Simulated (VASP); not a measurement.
Wanted: the native input for a VASP 6.6.1 run.

| Property | Result |
| --- | --- |
| Task | single point |
| Functional | PBEsol |
| Potentials or basis | VASP PAW PBE potentials, release 64 (Ca_sv) |
| Cutoff | 520 eV |
| k mesh | 8 × 8 × 4 |
| Occupations | fermi-dirac, width 0.05 eV |
| Spin | no spin polarisation |
| Dipole correction | no |
| Further INCAR settings | ALGO = Normal; EDIFF = 1e-06; NBANDS = 17 |

The structure of Ca lies in POSCAR:

```
Ca
1.0
    3.7245402465      0.0000000000      0.0000000000
   -1.8622701232      3.2255464709      0.0000000000
    0.0000000000      0.0000000000      6.1855827653
Ca
2
Direct
    0.6666666667      0.3333333333      0.7500000000
    0.3333333333      0.6666666667      0.2500000000
```

This isn't the form of Ca at room conditions, which is fcc.

One way to write it, as run:

INCAR

```
SYSTEM = Ca
ALGO = Normal
EDIFF = 1E-6
ENCUT = 520
GGA = PS
ISIF = 2
ISMEAR = -1
LASPH = .True.
LCHARG = .True.
LELF = .True.
LREAL = .False.
LVHAR = .True.
LWAVE = .False.
NBANDS = 17
NELM = 60
PREC = Accurate
SIGMA = 0.05
```

KPOINTS

```
k-points
0
Gamma
  8 8 4
  0 0 0
```

Potentials or basis: VASP PAW PBE potentials, release 64 (Ca_sv).

Launch:

```bash
$ cat potpaw_PBE.64/Ca_sv/POTCAR > POTCAR
$ mpirun -np 1 vasp_std > vasp.out
```

Results of the run:

| Item | Value |
| --- | --- |
| Pressure | 2.0 GPa |
| Band gap on the k mesh | zero (bands 10 and 11 overlap by 0.35 eV) |

Caveat: the PAW data sets were made with another functional, which shifts forces and pressure a little.

Wall time 33 s on 1 thread of Intel Xeon 8259CL, with other jobs on the host, peak memory 0.2 GiB.
